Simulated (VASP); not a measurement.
# NaH (P6_3/mmc) in VASP: further runs

NaH is run at these levels: PBE, r2SCAN; tasks: single point.

Everything below comes from runs of VASP 6.6.1. Logs are shortened: lines on timing, memory, paths and dates and some standing lists are left out, and cuts for length are marked.

## (1) The cell of the first run

Symmetry: P6_3/mmc, No. 194, hexagonal system. The conventional cell has a = 4.051 Å, b = 4.051 Å, c = 4.972 Å, α = 90.00°, β = 90.00°, γ = 120.00°. Within 3.1 Å of Na (site symmetry -6m2) lie 5 H at 2.34 to 2.49 Å. H (site symmetry -6m2) has 5 Na at 2.34 to 2.49 Å within 3.1 Å.

## (2) Single point, PBE (volume changed by +6%)

The input, INCAR:

```
SYSTEM = NaH
  PREC = Accurate
  ENCUT = 520
  EDIFF = 1E-6
  ISMEAR = 0
  SIGMA = 0.01
  LREAL = .False.
  LASPH = .True.
  NELM = 100
  ALGO = Normal
  ISIF = 2
  LWAVE = .False.
  LCHARG = .False.
  GGA = PE
  NBANDS = 16
```

The input, KPOINTS:

```
Automatic mesh
0
Gamma
  6 6 4
  0 0 0
```

The input, POSCAR:

```
NaH
1.0
    4.0514293924      0.0000000000      0.0000000000
   -2.0257146962      3.5086407755      0.0000000000
    0.0000000000      0.0000000000      4.9720573401
Na H
2 2
Direct
    0.3333333333      0.6666666667      0.2500000000
    0.6666666667      0.3333333333      0.7500000000
    0.6666666667      0.3333333333      0.2500000000
    0.3333333333      0.6666666667      0.7500000000
```

Potentials or basis: VASP PAW PBE potentials, release 64 (Na_pv, H).

Started as:

```sh
$ cat potpaw_PBE.64/Na_pv/POTCAR potpaw_PBE.64/H/POTCAR > POTCAR
$ mpirun -np 1 vasp_std > vasp.out
```

OUTCAR:

```text
SYSTEM = NaH
   PREC = Accurate
   ENCUT = 520
   EDIFF = 1E-6
   ISMEAR = 0
   LREAL = .False.
   LASPH = .True.
   NELM = 100
   ISIF = 2
   GGA = PE

 ion  position               nearest neighbor table
   1  0.333  0.667  0.250-
   2  0.667  0.333  0.750-
   3  0.667  0.333  0.250-
   4  0.333  0.667  0.750-

  LATTYP: Found a hexagonal cell.
 ALAT       =     4.0514293924
 C/A-ratio  =     1.2272353430

  Lattice vectors:

 A1 = (   4.0514293924,   0.0000000000,   0.0000000000)
 A2 = (  -2.0257146962,   3.5086407755,   0.0000000000)
 A3 = (   0.0000000000,   0.0000000000,   4.9720573401)

Analysis of symmetry for initial positions (statically):
=====================================================================
 Subroutine PRICEL returns:
 Original cell was already a primitive cell.

 Routine SETGRP: Setting up the symmetry group for a
 hexagonal supercell.

 Subroutine GETGRP returns: Found 24 space group operations
 (whereof 12 operations were pure point group operations)
 out of a pool of 24 trial point group operations.

The static configuration has the point symmetry D_3d.
 The point group associated with its full space group is D_6h.

Analysis of symmetry for dynamics (positions and initial velocities):
=====================================================================
 Subroutine PRICEL returns:
 Original cell was already a primitive cell.

 Routine SETGRP: Setting up the symmetry group for a
 hexagonal supercell.

 Subroutine GETGRP returns: Found 24 space group operations
 (whereof 12 operations were pure point group operations)
 out of a pool of 24 trial point group operations.

The dynamic configuration has the point symmetry D_3d.
 The point group associated with its full space group is D_6h.

 Subroutine INISYM returns: Found 24 space group operations
 (whereof 12 operations are pure point group operations),
 and found     1 'primitive' translations

----------------------------------------------------------------------------------------

                                     Primitive cell

  volume of cell :      70.6778

  direct lattice vectors                    reciprocal lattice vectors
     4.051429392  0.000000000  0.000000000     0.246826466  0.142505327  0.000000000
    -2.025714696  3.508640775  0.000000000     0.000000000  0.285010653  0.000000000
     0.000000000  0.000000000  4.972057340     0.000000000  0.000000000  0.201123988

  length of vectors
     4.051429392  4.051429392  4.972057340     0.285010653  0.285010653  0.201123988

  position of ions in fractional coordinates (direct lattice)
     0.333333333  0.666666667  0.250000000
     0.666666667  0.333333333  0.750000000
     0.666666667  0.333333333  0.250000000
     0.333333333  0.666666667  0.750000000

  ion indices of the primitive-cell ions
   primitive index   ion index
                 1           1
                 2           2
                 3           3
                 4           4

----------------------------------------------------------------------------------------

 KPOINTS: Automatic mesh

Automatic generation of k-mesh.
 Grid dimensions read from file:
 generate k-points for:    6    6    4

 Generating k-lattice:

  Cartesian coordinates                     Fractional coordinates (reciprocal lattice)
     0.041137744  0.023750888  0.000000000     0.166666667 -0.000000000  0.000000000
     0.000000000  0.047501776  0.000000000     0.000000000  0.166666667  0.000000000
     0.000000000  0.000000000  0.050280997     0.000000000  0.000000000  0.250000000

  Length of vectors
     0.047501776  0.047501776  0.050280997

  Shift w.r.t. Gamma in fractional coordinates (k-lattice)
     0.000000000  0.000000000  0.000000000

 Subroutine IBZKPT returns following result:
 ===========================================

 Found     21 irreducible k-points:

 Following reciprocal coordinates:
            Coordinates               Weight
  0.000000  0.000000  0.000000      1.000000
  0.166667  0.000000  0.000000      6.000000
  0.333333  0.000000  0.000000      6.000000
  0.500000  0.000000  0.000000      3.000000
  0.166667  0.166667  0.000000      6.000000
  0.333333  0.166667  0.000000     12.000000
[... 13 lines left out ...]
  0.333333  0.166667  0.500000     12.000000
  0.333333  0.333333  0.500000      2.000000
   k-points           NKPTS =     21   k-points in BZ     NKDIM =     21   number of bands    NBANDS=     16
   number of dos      NEDOS =    301   number of ions     NIONS =      4
   total plane-waves  NPLWV =  36000
   dimension x,y,z NGX =    30 NGY =   30 NGZ =   40
   dimension x,y,z NGXF=    60 NGYF=   60 NGZF=   80
   ions per type =               2   2
   NGX,Y,Z   is equivalent  to a cutoff of  12.31, 12.31, 13.37 a.u.
   NGXF,Y,Z  is equivalent  to a cutoff of  24.62, 24.62, 26.75 a.u.
 SYSTEM =  NaH
   PREC   = accura    normal or accurate (medium, high low for compatibility)
   ISTART =      0    job   : 0-new  1-cont  2-samecut
   ICHARG =      2    charge: 1-file 2-atom 10-const
   ISPIN  =      1    spin polarized calculation?
   LNONCOLLINEAR =      F non collinear calculations
   LSORBIT =      F    spin-orbit coupling
   LASPH  =      T    aspherical Exc in radial PAW
   ENCUT  =  520.0 eV  38.22 Ry    6.18 a.u.   7.53  7.53  9.24*2*pi/ulx,y,z
   NELM   =    100;   NELMIN=  2; NELMDL= -5     # of ELM steps
   EDIFF  = 0.1E-05   stopping-criterion for ELM
   LREAL  =      F    real-space projection
   EDIFFG = 0.1E-04   stopping-criterion for IOM
   NSW    =      0    number of steps for IOM
   IBRION =     -1    ionic relax: 0-MD 1-quasi-New 2-CG
   NFREE  =      0    steps in history (QN), initial steepest desc. (CG)
   ISIF   =      2    stress and relaxation
   ISYM   =      2    0-nonsym 1-usesym 2-fastsym
   POTIM  = 0.5000    time-step for ionic-motion
   TEBEG  =    0.0;   TEEND  =   0.0 temperature during run
   PSTRESS=    0.0 pullay stress
   NELECT =      16.0000    total number of electrons
   NUPDOWN=      -1.0000    fix difference up-down
   EMIN   =  10.00;   EMAX   =-10.00  energy-range for DOS
   EFERMI =   0.00;   METHOD = LEGACY
   ISMEAR =     0;   SIGMA  =   0.01  broadening in eV -4-tet -1-fermi 0-gaus
   EFERMI_NEDOS =   21; number of points for ismear=-14 and -15
   IALGO  =     38    algorithm
   IMIX   =      4    mixing-type and parameters
     AMIX     =   0.40;   BMIX     =  1.00
     AMIX_MAG =   1.60;   BMIX_MAG =  1.00
  volume/ion in A,a.u.               =      17.67       119.24
  Fermi-wavevector in a.u.,A,eV,Ry     =   0.997747  1.885468 13.544585  0.995499
  Thomas-Fermi vector in A             =   2.129924
   LORBIT       =      0    0 simple, 1 ext, 2 COOP (PROOUT), +10 PAW based schemes
   GGA     = PE    functional components
   LHFCALC =     F    Hartree Fock is set to
   AEXX    =    0.0000 exact exchange contribution
   IVDW    =     0    specifies the selected vdW correction
   LEPSILON=     F    determine dielectric tensor
   LRPA    =     F    only Hartree local field effects (RPA)
 non-spin polarized calculation
 Gauss-broadening in eV      SIGMA  =   0.01
  energy-cutoff  :      520.00
  volume of cell :       70.68
 maximum number of plane-waves:      1926
   NGX = 15   NGY = 15   NGZ = 19

 number of electron      15.9999967 magnetization

 Free energy of the ion-electron system (eV)
  ---------------------------------------------------
  ext. energy  EPLUGINS =         0.00000000
  ---------------------------------------------------
  free energy    TOTEN  =       -10.06204270 eV

  energy without entropy =      -10.06204270  energy(sigma->0) =      -10.06204270

 E-fermi :  -1.5226     XC(G=0):  -6.8613

 val. band max:       -1.6466698894   @ k =   0.1667   0.0000   0.0000
 cond. band min:       1.6861110150   @ k =   0.3333   0.3333   0.0000
 fundamental gap:      3.3327809044
 Fermi energy:        -1.5225659080

 k-point     1 :       0.0000    0.0000    0.0000
  band No.  band energies     occupation
      1     -24.0594      2.00000
      2     -24.0285      2.00000
      3     -24.0285      2.00000
      4     -24.0069      2.00000
      5     -24.0069      2.00000
      6     -23.9928      2.00000
[... 8 lines left out ...]
     15       8.7008      0.00000
     16      13.2790      0.00000

 k-point     2 :       0.1667    0.0000    0.0000
  band No.  band energies     occupation
      1     -24.0551      2.00000
      2     -24.0313      2.00000
      3     -24.0306      2.00000
      4     -24.0111      2.00000
      5     -24.0064      2.00000
      6     -23.9964      2.00000
[... 8 lines left out ...]
     15      10.6367      0.00000
     16      11.0899      0.00000

 k-point     3 :       0.3333    0.0000    0.0000
  band No.  band energies     occupation
      1     -24.0442      2.00000
      2     -24.0371      2.00000
      3     -24.0344      2.00000
      4     -24.0192      2.00000
      5     -24.0059      2.00000
      6     -24.0057      2.00000
[... 8 lines left out ...]
     15      10.0016      0.00000
     16      11.3123      0.00000

 k-point     4 :       0.5000    0.0000    0.0000
  band No.  band energies     occupation
      1     -24.0401      2.00000
      2     -24.0362      2.00000
      3     -24.0357      2.00000
      4     -24.0231      2.00000
      5     -24.0137      2.00000
      6     -24.0055      2.00000
[... 8 lines left out ...]
     15       9.6731      0.00000
     16      10.9888      0.00000
[... 267 lines left out ...]
 k-point    19 :       0.1667    0.1667    0.5000
  band No.  band energies     occupation
      1     -24.0475      2.00000
      2     -24.0475      2.00000
      3     -24.0206      2.00000
      4     -24.0206      2.00000
      5     -24.0045      2.00000
      6     -24.0045      2.00000
[... 8 lines left out ...]
     15      10.7913      0.00000
     16      10.7913      0.00000

 k-point    20 :       0.3333    0.1667    0.5000
  band No.  band energies     occupation
      1     -24.0546      2.00000
      2     -24.0546      2.00000
      3     -24.0232      2.00000
      4     -24.0232      2.00000
      5     -24.0004      2.00000
      6     -24.0004      2.00000
[... 8 lines left out ...]
     15      11.8404      0.00000
     16      11.8404      0.00000

 k-point    21 :       0.3333    0.3333    0.5000
  band No.  band energies     occupation
      1     -24.0556      2.00000
      2     -24.0556      2.00000
      3     -24.0260      2.00000
      4     -24.0260      2.00000
      5     -23.9985      2.00000
      6     -23.9985      2.00000
[... 8 lines left out ...]
     15      12.3815      0.00000
     16      12.3815      0.00000

------------------------ aborting loop because EDIFF is reached ----------------------------------------

  FORCE on cell =-STRESS in cart. coord.  units (eV):
  Direction    XX          YY          ZZ          XY          YZ          ZX
  --------------------------------------------------------------------------------------
  -------------------------------------------------------------------------------------
  Total       -0.4525328     -0.4525328     -0.4739915      0.0000000      0.0000000      0.0000000
  in kB      -10.2583460    -10.2583460    -10.7447866      0.0000000      0.0000000      0.0000000
  external PRESSURE =     -10.4204929 kB  Pullay stress =       0.0000000 kB

 VOLUME and BASIS-vectors are now :
 -----------------------------------------------------------------------------
  energy-cutoff  :      520.00
  volume of cell :       70.68
      direct lattice vectors                 reciprocal lattice vectors
     4.051429392  0.000000000  0.000000000     0.246826466  0.142505327  0.000000000
    -2.025714696  3.508640775  0.000000000     0.000000000  0.285010653  0.000000000
     0.000000000  0.000000000  4.972057340     0.000000000  0.000000000  0.201123988

 POSITION                                       TOTAL-FORCE (eV/Angst)
 -----------------------------------------------------------------------------------
     -0.00000      2.33909      1.24301        -0.000000     -0.000000      0.000000
      2.02571      1.16955      3.72904        -0.000000      0.000000      0.000000
      2.02571      1.16955      1.24301         0.000000      0.000000     -0.000000
     -0.00000      2.33909      3.72904         0.000000      0.000000     -0.000000
 -----------------------------------------------------------------------------------
    total drift:                               -0.000000     -0.000000      0.000000

  FREE ENERGIE OF THE ION-ELECTRON SYSTEM (eV)
  ---------------------------------------------------
  free  energy   TOTEN  =       -10.0620426953 eV

  energy  without entropy=      -10.0620426953  energy(sigma->0) =      -10.06204270
```

Wall time 49 s (1 thread of AMD EPYC 7R13, shared host); peak memory 0.15 GiB.

Results:

* Free energy: -10.0620 eV
* Pressure: -1.0 GPa
* Band gap on the k mesh: 3.33 eV, indirect (least direct gap 4.19 eV)

 A k mesh can miss the band edges.

## (3) Single point, r2SCAN (volume changed by -6%)

The input, POSCAR:

```
NaH
1.0
    3.8726048959      0.0000000000      0.0000000000
   -1.9363024479      3.3537742186      0.0000000000
    0.0000000000      0.0000000000      4.7297589020
Na H
2 2
Direct
    0.3333333333      0.6666666667      0.2500000000
    0.6666666667      0.3333333333      0.7500000000
    0.6666666667      0.3333333333      0.2500000000
    0.3333333333      0.6666666667      0.7500000000
```

The input, INCAR.step1:

```
  ALGO = Normal
  EDIFF = 1E-4
  ENCUT = 520
  GGA = PE
  ISMEAR = 0
  LASPH = True
  LCHARG = False
  LREAL = False
  LWAVE = True
  NBANDS = 16
  NELM = 60
  PREC = Accurate
  SIGMA = 0.01
```

The input, INCAR.step2:

```
  ALGO = Normal
  EDIFF = 1E-7
  ENCUT = 520
  ISIF = 2
  ISMEAR = 0
  ISTART = 1
  LASPH = True
  LCHARG = False
  LMIXTAU = True
  LREAL = False
  LWAVE = False
  METAGGA = R2SCAN
  NBANDS = 16
  NELM = 60
  PREC = Accurate
  SIGMA = 0.01
```

The input, KPOINTS:

```
k-points
0
Gamma
  6 6 4
```

Potentials or basis: VASP PAW PBE potentials, release 64 (Na_pv, H).

Started as:

```sh
$ cat potpaw_PBE.64/Na_pv/POTCAR potpaw_PBE.64/H/POTCAR > POTCAR
$ cp INCAR.step1 INCAR
$ mpirun -np 1 vasp_std > vasp.out
$ cp INCAR.step2 INCAR
$ mpirun -np 1 vasp_std > vasp.out
```

OUTCAR:

```text
EDIFF = 1E-7
   ENCUT = 520
   ISIF = 2
   ISMEAR = 0
   ISTART = 1
   LASPH = True
   LREAL = False
   METAGGA = R2SCAN
   NELM = 60
   PREC = Accurate

 ion  position               nearest neighbor table
   1  0.333  0.667  0.250-
   2  0.667  0.333  0.750-
   3  0.667  0.333  0.250-
   4  0.333  0.667  0.750-

  LATTYP: Found a hexagonal cell.
 ALAT       =     3.8726048959
 C/A-ratio  =     1.2213378408

  Lattice vectors:

 A1 = (   3.8726048959,   0.0000000000,   0.0000000000)
 A2 = (  -1.9363024479,   3.3537742186,   0.0000000000)
 A3 = (   0.0000000000,   0.0000000000,   4.7297589020)

Analysis of symmetry for initial positions (statically):
=====================================================================
 Subroutine PRICEL returns:
 Original cell was already a primitive cell.

[... 168 lines left out ...]
  free energy    TOTEN  =       -15.04182915 eV

  energy without entropy =      -15.04182915  energy(sigma->0) =      -15.04182915

 E-fermi :  -1.4505     XC(G=0):  -7.6821

 val. band max:       -1.5795448403   @ k =   0.1667   0.0000   0.0000
 cond. band min:       2.1230815624   @ k =   0.3333   0.3333   0.0000
 fundamental gap:      3.7026264027
 Fermi energy:        -1.4505409040

 k-point     1 :       0.0000    0.0000    0.0000
  band No.  band energies     occupation
      1     -24.5692      2.00000
      2     -24.5221      2.00000
      3     -24.5219      2.00000
      4     -24.4898      2.00000
      5     -24.4896      2.00000
      6     -24.4695      2.00000
[... 376 lines left out ...]
      3     -24.5196      2.00000
      4     -24.5196      2.00000
      5     -24.4772      2.00000
      6     -24.4772      2.00000
[... 8 lines left out ...]
     15      14.0180      0.00000
     16      14.0180      0.00000

------------------------ aborting loop because EDIFF is reached ----------------------------------------

  FORCE on cell =-STRESS in cart. coord.  units (eV):
  Direction    XX          YY          ZZ          XY          YZ          ZX
  --------------------------------------------------------------------------------------
  -------------------------------------------------------------------------------------
  Total        0.5092355      0.5092355      0.4248953      0.0000000     -0.0000000      0.0000000
  in kB       13.2816871     13.2816871     11.0819586      0.0000000     -0.0000000      0.0000000
  external PRESSURE =      12.5484443 kB  Pullay stress =       0.0000000 kB

 VOLUME and BASIS-vectors are now :
 -----------------------------------------------------------------------------
  energy-cutoff  :      520.00
  volume of cell :       61.43
      direct lattice vectors                 reciprocal lattice vectors
     3.872604896  0.000000000  0.000000000     0.258224122  0.149085766  0.000000000
    -1.936302448  3.353774219  0.000000000     0.000000000  0.298171533  0.000000000
     0.000000000  0.000000000  4.729758902     0.000000000  0.000000000  0.211427267

 POSITION                                       TOTAL-FORCE (eV/Angst)
 -----------------------------------------------------------------------------------
     -0.00000      2.23585      1.18244        -0.000000     -0.000000     -0.000000
      1.93630      1.11792      3.54732         0.000000      0.000000     -0.000000
      1.93630      1.11792      1.18244        -0.000000      0.000000      0.000000
     -0.00000      2.23585      3.54732        -0.000000     -0.000000      0.000000
 -----------------------------------------------------------------------------------
    total drift:                                0.000000      0.000000      0.000000

  FREE ENERGIE OF THE ION-ELECTRON SYSTEM (eV)
  ---------------------------------------------------
  free  energy   TOTEN  =       -15.0418291492 eV

  energy  without entropy=      -15.0418291492  energy(sigma->0) =      -15.04182915
```

OUTCAR.step1:

```text
EDIFF = 1E-4
   ENCUT = 520
   GGA = PE
   ISMEAR = 0
[... 625 lines left out ...]
     -0.00000      2.23585      1.18244        -0.000000      0.000000     -0.000000
      1.93630      1.11792      3.54732         0.000000     -0.000000     -0.000000
      1.93630      1.11792      1.18244         0.000000     -0.000000      0.000000
     -0.00000      2.23585      3.54732         0.000000     -0.000000      0.000000
 -----------------------------------------------------------------------------------
    total drift:                                0.000000      0.000000      0.000000

  FREE ENERGIE OF THE ION-ELECTRON SYSTEM (eV)
  ---------------------------------------------------
  free  energy   TOTEN  =       -10.0464409140 eV

  energy  without entropy=      -10.0464409140  energy(sigma->0) =      -10.04644091
```

Wall time 4.2 min (1 thread of AMD EPYC 7R13, shared host); peak memory 0.15 GiB.

Results:

* Free energy: -15.0418 eV
* Pressure: 1.3 GPa
* Band gap on the k mesh: 3.70 eV, indirect (least direct gap 4.63 eV)

Caveat: the PAW data sets were made with another functional, which shifts forces and pressure a little. A k mesh can miss the band edges.

[end of part 1 of 2]
